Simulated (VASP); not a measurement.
A run of VASP 6.6.1 is set up as follows.

INCAR

```
SYSTEM = K2MgH4
ALGO = Normal
EDIFF = 1E-6
ENCUT = 520
GGA = PE
ISIF = 2
ISMEAR = 1
LASPH = .TRUE.
LCHARG = .FALSE.
LREAL = .FALSE.
LWAVE = .FALSE.
NBANDS = 21
NELM = 100
PREC = Accurate
SIGMA = 0.15
```

The input KPOINTS:

```
k-points
0
G
  4 3 3
  0 0 0
```

File POSCAR:

```
K2MgH4
1.0
    4.2863320000      1.4939340000     -0.2591400000
    0.5085640000      5.1827830000      0.8219630000
    0.4465970000     -0.2524860000      5.6809800000
Mg K H
1 2 4
Direct
    0.1894422923      0.4622382381      0.9479882603
    0.8910847730      0.0430068137      0.1711612606
    0.6108146631      0.5965601574      0.5409632027
    0.6626425741      0.5320992609      1.0021952712
    0.1372397038      0.3424888684      0.3749298746
    0.1649584185      0.3105250149      0.6376343961
    0.7504671066      0.0004125658      0.7268029340
```

Potentials or basis: VASP PAW PBE potentials, release 64 (Mg, K_sv, H).

Command:

```sh
$ cat potpaw_PBE.64/Mg/POTCAR potpaw_PBE.64/K_sv/POTCAR potpaw_PBE.64/H/POTCAR > POTCAR
$ mpirun -np 1 vasp_std > vasp.out
```

Question: Predict the largest force.

Answer: 1.263 eV/Å.

Question: What does it give for the pressure?

Answer: -0.6 GPa.

Question: Estimate the band gap on the k mesh.

Answer: 0.34 eV, indirect (least direct gap 0.93 eV).

Forces in eV/Å, atoms in the order of the input:
```
Mg  -0.477 -0.043 -0.220
K    0.033 -0.425  0.318
K   -0.460 -0.014 -0.067
H   -0.671 -0.002  0.035
H    0.581  0.360 -1.062
H    0.350  0.497  1.002
H    0.644 -0.374 -0.006
```

Caveat: the k points lie up to 0.44 Å⁻¹ apart.
